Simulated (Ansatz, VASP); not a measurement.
## One calculation of Tl3As2, two programs

```
CELL_PARAMETERS angstrom
3.76977 2.17648 6.41094
-3.76977 2.17648 6.41094
0.00000 -4.35295 6.41094
ATOMIC_POSITIONS crystal
Tl 0.54212 0.95788 0.25000
Tl 0.25000 0.54212 0.95788
Tl 0.95788 0.25000 0.54212
Tl 0.45788 0.04212 0.75000
Tl 0.75000 0.45788 0.04212
Tl 0.04212 0.75000 0.45788
As 0.35927 0.35927 0.35927
As 0.14073 0.14073 0.14073
As 0.64073 0.64073 0.64073
As 0.85927 0.85927 0.85927
```

Alike in both runs: functional PBE; k mesh 6 × 6 × 6; occupations gaussian, width 0.1 eV; no spin polarisation.

Ansatz relaxed the structure, and its values are those at the end. VASP's run is a single point on that final structure, the one shown.

```csv
,VASP,Ansatz
version,VASP 6.6.1,Ansatz 0.2.0
potentials or method,"VASP PAW PBE potentials, release 64 (Tl_d, As), cutoff 520 eV","scalar-relativistic, plane waves, PAW"
valence electrons in the cell,98,138
```

```tsv
	VASP	Ansatz	Ansatz less VASP
gap on the k mesh at the Fermi level (eV)	none	none	-
pressure (GPa)	0.0	0.0	+0.02
```

A gap of «none» marks a metal or a gap that the smearing closes. VASP's potentials hold 98 valence electrons a cell and Ansatz's 138, so a difference there can come from the potentials and not from the codes.

Spin-orbit coupling is off throughout.
